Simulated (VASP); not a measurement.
# SnSe in VASP: a series of runs

The runs below take SnSe through single point, relaxation of cell and atoms, with LDA.

Program: VASP 6.6.1. These are calculated values, not measurements. Logs are shortened: lines on timing, memory, paths and dates and some standing lists are left out, and cuts for length are marked.

## Step 1: The cell of the first run

The cell holds a slab with vacuum, 4 atoms: a = 4.186 Å, b = 4.186 Å, c = 10.980 Å, α = 90.00°, β = 90.00°, γ = 90.00°.

## Step 2: Single point, LDA

File INCAR:

```
PREC = Accurate
ENCUT = 520
EDIFF = 1E-6
ISMEAR = 0
SIGMA = 0.02
LREAL = False
LASPH = True
NELM = 80
ALGO = Normal
ISIF = 2
LWAVE = False
LCHARG = True
LELF = True
LVHAR = True
NBANDS = 28
```

File KPOINTS:

```
Automatic mesh
0
Gamma
  4 4 2
```

File POSCAR:

```
SnSe
1.0
    4.1856531372      0.0000000000      0.0000000000
    0.0000000000      4.1856531372      0.0000000000
    0.0000000000      0.0000000000     10.9798087643
Sn Se
2 2
Direct
    0.5000000000      0.0000000000      0.3775216705
    1.0000000000      0.5000000000      0.6224783295
    0.5000000000      0.0000000000      0.6196940128
    1.0000000000      0.5000000000      0.3803059872
```

Potentials or basis: VASP PAW LDA potentials, release 64 (Sn_d, Se).

The run is started by

```
$ cat potpaw_LDA.64/Sn_d/POTCAR potpaw_LDA.64/Se/POTCAR > POTCAR
$ mpirun -np 1 vasp_std > vasp.out
```

OUTCAR:

```text
PREC = Accurate
   ENCUT = 520
   EDIFF = 1E-6
   ISMEAR = 0
   LREAL = False
   LASPH = True
   NELM = 80
   ISIF = 2

 ion  position               nearest neighbor table
   1  0.500  0.000  0.378-   3 2.66   4 2.96   4 2.96   4 2.96   4 2.96
   2  0.000  0.500  0.622-   4 2.66   3 2.96   3 2.96   3 2.96   3 2.96
   3  0.500  0.000  0.620-   1 2.66   2 2.96   2 2.96   2 2.96   2 2.96
   4  0.000  0.500  0.380-   2 2.66   1 2.96   1 2.96   1 2.96   1 2.96

  LATTYP: Found a simple tetragonal cell.
 ALAT       =     4.1856531372
 C/A-ratio  =     2.6232008254

  Lattice vectors:

 A1 = (   4.1856531372,   0.0000000000,   0.0000000000)
 A2 = (   0.0000000000,   4.1856531372,   0.0000000000)
 A3 = (   0.0000000000,   0.0000000000,  10.9798087643)

Analysis of symmetry for initial positions (statically):
=====================================================================
 Subroutine PRICEL returns:
 Original cell was already a primitive cell.

 Routine SETGRP: Setting up the symmetry group for a
 simple tetragonal supercell.

 Subroutine GETGRP returns: Found 16 space group operations
 (whereof  8 operations were pure point group operations)
 out of a pool of 16 trial point group operations.

The static configuration has the point symmetry D_2d.
 The point group associated with its full space group is D_4h.

Analysis of symmetry for dynamics (positions and initial velocities):
=====================================================================
 Subroutine PRICEL returns:
 Original cell was already a primitive cell.

 Routine SETGRP: Setting up the symmetry group for a
 simple tetragonal supercell.

 Subroutine GETGRP returns: Found 16 space group operations
 (whereof  8 operations were pure point group operations)
 out of a pool of 16 trial point group operations.

The dynamic configuration has the point symmetry D_2d.
 The point group associated with its full space group is D_4h.

 Subroutine INISYM returns: Found 16 space group operations
 (whereof  8 operations are pure point group operations),
 and found     1 'primitive' translations

----------------------------------------------------------------------------------------

                                     Primitive cell

  volume of cell :     192.3629

[... 75 lines left out ...]
   LSORBIT =      F    spin-orbit coupling
   LASPH  =      T    aspherical Exc in radial PAW
   ENCUT  =  520.0 eV  38.22 Ry    6.18 a.u.   7.78  7.78 20.42*2*pi/ulx,y,z
   NELM   =     80;   NELMIN=  2; NELMDL= -5     # of ELM steps
   EDIFF  = 0.1E-05   stopping-criterion for ELM
   LREAL  =      F    real-space projection
   EDIFFG = 0.1E-04   stopping-criterion for IOM
   NSW    =      0    number of steps for IOM
   IBRION =     -1    ionic relax: 0-MD 1-quasi-New 2-CG
   NFREE  =      0    steps in history (QN), initial steepest desc. (CG)
   ISIF   =      2    stress and relaxation
   ISYM   =      2    0-nonsym 1-usesym 2-fastsym
   POTIM  = 0.5000    time-step for ionic-motion
   TEBEG  =    0.0;   TEEND  =   0.0 temperature during run
   PSTRESS=    0.0 pullay stress
   NELECT =      40.0000    total number of electrons
   NUPDOWN=      -1.0000    fix difference up-down
   EMIN   =  10.00;   EMAX   =-10.00  energy-range for DOS
   EFERMI =   0.00;   METHOD = LEGACY
   ISMEAR =     0;   SIGMA  =   0.02  broadening in eV -4-tet -1-fermi 0-gaus
   EFERMI_NEDOS =   21; number of points for ismear=-14 and -15
   IALGO  =     38    algorithm
   IMIX   =      4    mixing-type and parameters
     AMIX     =   0.40;   BMIX     =  1.00
     AMIX_MAG =   1.60;   BMIX_MAG =  1.00
  volume/ion in A,a.u.               =      48.09       324.53
  Fermi-wavevector in a.u.,A,eV,Ry     =   0.969887  1.832820 12.798736  0.940681
  Thomas-Fermi vector in A             =   2.099976
   LORBIT       =      0    0 simple, 1 ext, 2 COOP (PROOUT), +10 PAW based schemes
   GGA     = CA    functional components
   LHFCALC =     F    Hartree Fock is set to
   AEXX    =    0.0000 exact exchange contribution
   IVDW    =     0    specifies the selected vdW correction
   LEPSILON=     F    determine dielectric tensor
   LRPA    =     F    only Hartree local field effects (RPA)
 non-spin polarized calculation
 Gauss-broadening in eV      SIGMA  =   0.02
  energy-cutoff  :      520.00
  volume of cell :      192.36
 maximum number of plane-waves:      5222
 NGX is ok and might be reduce to    32
   NGX = 15   NGY = 15   NGZ = 41

 number of electron      39.9999998 magnetization

 Free energy of the ion-electron system (eV)
  ---------------------------------------------------
  ext. energy  EPLUGINS =         0.00000000
  ---------------------------------------------------
  free energy    TOTEN  =       -18.53599096 eV

  energy without entropy =      -18.53599096  energy(sigma->0) =      -18.53599096

 E-fermi :   0.8903     XC(G=0):  -6.3490

 val. band max:        0.7744360103   @ k =   0.2500   0.2500   0.5000
 cond. band min:       2.2719484488   @ k =   0.0000   0.0000   0.5000
 fundamental gap:      1.4975124385
 Fermi energy:         0.8903497081

 k-point     1 :       0.0000    0.0000    0.0000
  band No.  band energies     occupation
      1     -20.2421      2.00000
      2     -20.2171      2.00000
      3     -20.2140      2.00000
      4     -20.2086      2.00000
      5     -20.2034      2.00000
      6     -20.2009      2.00000
[... 361 lines left out ...]
     27       7.5203      0.00000
     28       7.5203      0.00000

------------------------ aborting loop because EDIFF is reached ----------------------------------------

  FORCE on cell =-STRESS in cart. coord.  units (eV):
  Direction    XX          YY          ZZ          XY          YZ          ZX
  --------------------------------------------------------------------------------------
  -------------------------------------------------------------------------------------
  Total        0.0787635      0.0787635      0.1126579      0.0000000     -0.0000000      0.0000000
  in kB        0.6560161      0.6560161      0.9383202      0.0000000     -0.0000000      0.0000000
  external PRESSURE =       0.7501175 kB  Pullay stress =       0.0000000 kB

 VOLUME and BASIS-vectors are now :
 -----------------------------------------------------------------------------
  energy-cutoff  :      520.00
  volume of cell :      192.36
      direct lattice vectors                 reciprocal lattice vectors
     4.185653137  0.000000000  0.000000000     0.238911340  0.000000000  0.000000000
     0.000000000  4.185653137  0.000000000     0.000000000  0.238911340  0.000000000
     0.000000000  0.000000000 10.979808764     0.000000000  0.000000000  0.091076267

 POSITION                                       TOTAL-FORCE (eV/Angst)
 -----------------------------------------------------------------------------------
      2.09283      0.00000      4.14512        -0.000000      0.000000     -0.026499
      0.00000      2.09283      6.83469        -0.000000     -0.000000      0.026499
      2.09283      0.00000      6.80412         0.000000      0.000000      0.025879
      0.00000      2.09283      4.17569        -0.000000      0.000000     -0.025879
 -----------------------------------------------------------------------------------
    total drift:                                0.000000     -0.000000      0.000000

  FREE ENERGIE OF THE ION-ELECTRON SYSTEM (eV)
  ---------------------------------------------------
  free  energy   TOTEN  =       -18.5359909608 eV

  energy  without entropy=      -18.5359909608  energy(sigma->0) =      -18.53599096
```

Wall time 48 s (1 thread of Intel Xeon Platinum 8259CL at 2.50GHz (Skylake/Cascade Lake), shared host); peak memory 0.25 GiB.

Results:

| Quantity | Value |
| --- | --- |
| Free energy | -18.5360 eV |
| Largest force | 0.026 eV/Å |
| Band gap on the k mesh | 1.50 eV (least direct gap 1.56 eV) |

Forces in eV/Å, atoms in the order of the input:
```
Sn   0.000  0.000 -0.026
Sn   0.000  0.000  0.026
Se   0.000  0.000  0.026
Se   0.000  0.000 -0.026
```

Caveat: there is no dipole correction, which matters where the two faces differ; spin-orbit coupling is left out, which moves the levels of the heavy elements.

## Step 3: Relaxation of cell and atoms, LDA

This run uses another cell than the first one.

File INCAR:

```
PREC = Accurate ; ENCUT = 600
EDIFF = 1E-6 ; ISMEAR = 0
SIGMA = 0.02 ; LREAL = False
LASPH = True ; NELM = 100
ALGO = Normal ; ISIF = 3
LWAVE = False ; LCHARG = False
IBRION = 2 ; NSW = 80
EDIFFG = -0.03
```

KPOINTS is that of step 2.

File POSCAR:

```
SnSe
1.0
    4.2853300000      0.0000000000      0.0000000000
    0.0000000000      4.2853300000      0.0000000000
    0.0000000000      0.0000000000     10.9906900000
Sn Se
2 2
Direct
    0.5000000000      0.0000000000      0.3722300000
    1.0000000000      0.5000000000      0.6277700000
    0.5000000000      0.0000000000      0.6160400000
    1.0000000000      0.5000000000      0.3839600000
```

Potentials or basis: VASP PAW LDA potentials, release 64 (Sn_d, Se).

The run is started by

```
$ cat potpaw_LDA.64/Sn_d/POTCAR potpaw_LDA.64/Se/POTCAR > POTCAR
$ mpirun -np 1 vasp_std > vasp.out
```

OUTCAR:

```text
PREC = Accurate
   ENCUT = 600
   EDIFF = 1E-6
   ISMEAR = 0
   LREAL = False
   LASPH = True
   NELM = 100
   ISIF = 3
   IBRION = 2
   NSW = 80
   EDIFFG = -0.03

 ion  position               nearest neighbor table
   1  0.500  0.000  0.372-   3 2.68   4 3.03   4 3.03   4 3.03   4 3.03
   2  0.000  0.500  0.628-   4 2.68   3 3.03   3 3.03   3 3.03   3 3.03
   3  0.500  0.000  0.616-   1 2.68   2 3.03   2 3.03   2 3.03   2 3.03
   4  0.000  0.500  0.384-   2 2.68   1 3.03   1 3.03   1 3.03   1 3.03

  LATTYP: Found a simple tetragonal cell.
 ALAT       =     4.2853300000
 C/A-ratio  =     2.5647243036

  Lattice vectors:

 A1 = (   4.2853300000,   0.0000000000,   0.0000000000)
 A2 = (   0.0000000000,   4.2853300000,   0.0000000000)
 A3 = (   0.0000000000,   0.0000000000,  10.9906900000)

Analysis of symmetry for initial positions (statically):
=====================================================================
 Subroutine PRICEL returns:
 Original cell was already a primitive cell.

 Routine SETGRP: Setting up the symmetry group for a
 simple tetragonal supercell.

 Subroutine GETGRP returns: Found 16 space group operations
 (whereof  8 operations were pure point group operations)
 out of a pool of 16 trial point group operations.

The static configuration has the point symmetry D_2d.
 The point group associated with its full space group is D_4h.

Analysis of symmetry for dynamics (positions and initial velocities):
=====================================================================
 Subroutine PRICEL returns:
 Original cell was already a primitive cell.

 Routine SETGRP: Setting up the symmetry group for a
 simple tetragonal supercell.

 Subroutine GETGRP returns: Found 16 space group operations
 (whereof  8 operations were pure point group operations)
 out of a pool of 16 trial point group operations.

[... 112 lines left out ...]
     AMIX_MAG =   1.60;   BMIX_MAG =  1.00
  volume/ion in A,a.u.               =      50.46       340.51
  Fermi-wavevector in a.u.,A,eV,Ry     =   0.954473  1.803692 12.395163  0.911019
  Thomas-Fermi vector in A             =   2.083223
   LORBIT       =      0    0 simple, 1 ext, 2 COOP (PROOUT), +10 PAW based schemes
   GGA     = CA    functional components
   LHFCALC =     F    Hartree Fock is set to
   AEXX    =    0.0000 exact exchange contribution
   IVDW    =     0    specifies the selected vdW correction
   LEPSILON=     F    determine dielectric tensor
   LRPA    =     F    only Hartree local field effects (RPA)
 conjugate gradient relaxation of ions
 non-spin polarized calculation
 Gauss-broadening in eV      SIGMA  =   0.02
  energy-cutoff  :      600.00
  volume of cell :      201.83
 maximum number of plane-waves:      6759
 NGX is ok and might be reduce to    36
   NGX = 17   NGY = 17   NGZ = 43

--------------------------------------- Ionic step        1  -------------------------------------------

 number of electron      40.0000003 magnetization

 Free energy of the ion-electron system (eV)
  ---------------------------------------------------
  ext. energy  EPLUGINS =         0.00000000
  ---------------------------------------------------
  free energy    TOTEN  =       -18.47191102 eV

  energy without entropy =      -18.47191102  energy(sigma->0) =      -18.47191102

------------------------ aborting loop because EDIFF is reached ----------------------------------------

  FORCE on cell =-STRESS in cart. coord.  units (eV):
  Direction    XX          YY          ZZ          XY          YZ          ZX
  --------------------------------------------------------------------------------------
  -------------------------------------------------------------------------------------
  Total       -2.3037182     -2.3037182     -1.0280668      0.0000000      0.0000000     -0.0000000
  in kB      -18.2871671    -18.2871671     -8.1609064      0.0000000      0.0000000     -0.0000000
  external PRESSURE =     -14.9117469 kB  Pullay stress =       0.0000000 kB
[... 95 lines left out ...]
  FREE ENERGIE OF THE ION-ELECTRON SYSTEM (eV)
  ---------------------------------------------------
  free  energy   TOTEN  =       -18.5296656238 eV

  energy  without entropy=      -18.5296656238  energy(sigma->0) =      -18.52966562

[... ionic steps 4 to 11 ...]

--------------------------------------- Ionic step       12  -------------------------------------------

 number of electron      39.9999995 magnetization

------------------------ aborting loop because EDIFF is reached ----------------------------------------
[... 71 lines left out ...]
--------------------------------------- Ionic step       14  -------------------------------------------

 number of electron      39.9999989 magnetization

 Free energy of the ion-electron system (eV)
  ---------------------------------------------------
  ext. energy  EPLUGINS =         0.00000000
  ---------------------------------------------------
  free energy    TOTEN  =       -18.53652012 eV

  energy without entropy =      -18.53652012  energy(sigma->0) =      -18.53652012

 E-fermi :   0.8744     XC(G=0):  -6.3724

 val. band max:        0.7714030703   @ k =   0.2500   0.2500   0.5000
 cond. band min:       2.2749179020   @ k =   0.0000   0.0000   0.5000
 fundamental gap:      1.5035148317
 Fermi energy:         0.8743944607

 k-point     1 :       0.0000    0.0000    0.0000
  band No.  band energies     occupation
      1     -20.2348      2.00000
      2     -20.2119      2.00000
      3     -20.2087      2.00000
      4     -20.2036      2.00000
      5     -20.1984      2.00000
      6     -20.1945      2.00000
[... 344 lines left out ...]
  FREE ENERGIE OF THE ION-ELECTRON SYSTEM (eV)
  ---------------------------------------------------
  free  energy   TOTEN  =       -18.5365201248 eV

  energy  without entropy=      -18.5365201248  energy(sigma->0) =      -18.53652012

 reached required accuracy - stopping structural energy minimisation
```

OSZICAR:

```text
N       E                     dE             d eps       ncg     rms          rms(c)
DAV:   1     0.360601857348E+03    0.36060E+03   -0.20216E+04   608   0.187E+03
DAV:   2     0.309270363026E+02   -0.32967E+03   -0.32660E+03   616   0.436E+02
DAV:   3    -0.168760047368E+02   -0.47803E+02   -0.47273E+02   728   0.163E+02
[... 144 lines left out ...]
DAV:   7    -0.185364954376E+02   -0.13932E-04   -0.24162E-06   504   0.831E-03    0.290E-03
DAV:   8    -0.185365124326E+02   -0.16995E-04   -0.34511E-06   480   0.784E-03    0.170E-03
DAV:   9    -0.185365187132E+02   -0.62805E-05   -0.16861E-06   520   0.631E-03    0.104E-03
DAV:  10    -0.185365199646E+02   -0.12515E-05   -0.32802E-07   448   0.404E-03    0.444E-04
DAV:  11    -0.185365201248E+02   -0.16020E-06   -0.54899E-08   408   0.131E-03
  14 F= -.18536520E+02 E0= -.18536520E+02  d E =-.159088E-02
```

CONTCAR:

```text
SnSe
   1.00000000000000
     4.1930648314475576    0.0000000000000000    0.0000000000000000
     0.0000000000000000    4.1930648314475576    0.0000000000000000
    -0.0000000000000000    0.0000000000000000   10.9182876351817857
  Sn              Se
     2     2
Direct
     0.5000000000000000    0.0000000000000000    0.3765978267427132
     0.0000000000000000    0.5000000000000000    0.6234021732572869
     0.5000000000000000    0.0000000000000000    0.6202559245338528
     0.0000000000000000    0.5000000000000000    0.3797440754661475

  0.00000000E+00  0.00000000E+00  0.00000000E+00
  0.00000000E+00  0.00000000E+00  0.00000000E+00
  0.00000000E+00  0.00000000E+00  0.00000000E+00
  0.00000000E+00  0.00000000E+00  0.00000000E+00
```

Wall time 8.5 min (1 thread of Intel Xeon Platinum 8259CL at 2.50GHz (Skylake/Cascade Lake), shared host); peak memory 0.3 GiB.

Results:

```
Free energy                           : -18.5365 eV
Relaxed cell                          : a = 4.193 Å, b = 4.193 Å, c = 10.918 Å, α = 90.00°, β = 90.00°, γ = 90.00°
Space group after relaxing (to 0.1 Å) : P4/nmm (No. 129)
Energy gained by relaxing             : 16.2 meV/atom
Ionic steps                           : 14
Largest force after relaxing          : 0.015 eV/Å
Band gap on the k mesh                : 1.50 eV (least direct gap 1.56 eV)
```

Forces in eV/Å, atoms in the order of the input:
```
Sn   0.000  0.000 -0.009
Sn   0.000  0.000  0.009
Se   0.000  0.000  0.015
Se   0.000  0.000 -0.015
```

The path:
| step | energy change (eV) | largest force (eV/Å) | pressure (GPa) | volume (Å³) |
| --- | --- | --- | --- | --- |
| 1 | 0.0000 | 0.2677 | -1.49 | 201.83 |
| 2 | -0.0509 | 0.2527 | 0.66 | 188.41 |
| 3 | -0.0578 | 0.1577 | 0.06 | 191.68 |
| 4 | -0.0608 | 0.0571 | 0.01 | 191.47 |
| 5 | -0.0608 | 0.0408 | 0.02 | 191.50 |
| 6 | -0.0612 | 0.0423 | -0.01 | 191.61 |
| 7 | -0.0620 | 0.0482 | -0.05 | 191.94 |
| 8 | -0.0629 | 0.0577 | -0.16 | 192.59 |
| 9 | -0.0618 | 0.0707 | -0.38 | 193.89 |
| 10 | -0.0630 | 0.0609 | -0.21 | 192.88 |
| 11 | -0.0631 | 0.0581 | -0.20 | 192.84 |
| 12 | -0.0635 | 0.0475 | -0.18 | 192.72 |
| 13 | -0.0641 | 0.0293 | -0.13 | 192.47 |
| 14 | -0.0646 | 0.0149 | -0.04 | 191.96 |

Final structure:
```cif
data_structure
_symmetry_space_group_name_H-M 'P 1'
_symmetry_Int_Tables_number 1
_cell_length_a 4.1931
_cell_length_b 4.1931
_cell_length_c 10.9183
_cell_angle_alpha 90.000
_cell_angle_beta 90.000
_cell_angle_gamma 90.000
_cell_volume 191.96
loop_
_atom_site_label
_atom_site_type_symbol
_atom_site_fract_x
_atom_site_fract_y
_atom_site_fract_z
_atom_site_occupancy
Sn1 Sn 0.50000 0.00000 0.37660 1
Sn2 Sn 0.00000 0.50000 0.62340 1
Se1 Se 0.50000 0.00000 0.62026 1
Se2 Se 0.00000 0.50000 0.37974 1
```

Caveat: there is no dipole correction, which matters where the two faces differ; spin-orbit coupling is left out, which moves the levels of the heavy elements.
